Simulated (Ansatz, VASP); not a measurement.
## W2Br3 in VASP and in Ansatz

```
W Br
1.0
     5.10373   -3.66904   -0.01404
     5.10373    3.66904   -0.01404
    -0.52633    0.00000    3.44254
W Br
2 3
Direct
  0.87855 0.94917 0.19878
  0.05083 0.12145 0.80122
  0.27186 0.72814 0.50000
  0.83883 0.54054 0.85811
  0.45946 0.16117 0.14189
```

Change from the starting cell: the structure that the rattled cell fell into.

Alike in both runs: functional PBE; k mesh 4 × 4 × 6; occupations gaussian, width 0.1 eV; no spin polarisation.

Ansatz relaxed the structure, and its values are those at the end. VASP's run is a single point on that final structure, the one shown.

```csv
,VASP,Ansatz
version,VASP 6.6.1,Ansatz 0.2.0
potentials or method,"VASP PAW PBE potentials, release 64 (W_sv, Br), cutoff 520 eV","scalar-relativistic, plane waves, PAW"
valence electrons in the cell,49,49
```

```tsv
	VASP	Ansatz	Ansatz less VASP
gap on the k mesh at the Fermi level (eV)	none	none	-
pressure (GPa)	0.2	0.0	-0.21
rms of the force components (eV/Å)	0.051	0.016	-0.0347
```

A gap of «none» marks a metal or a gap that the smearing closes.

Spin-orbit coupling is off throughout.
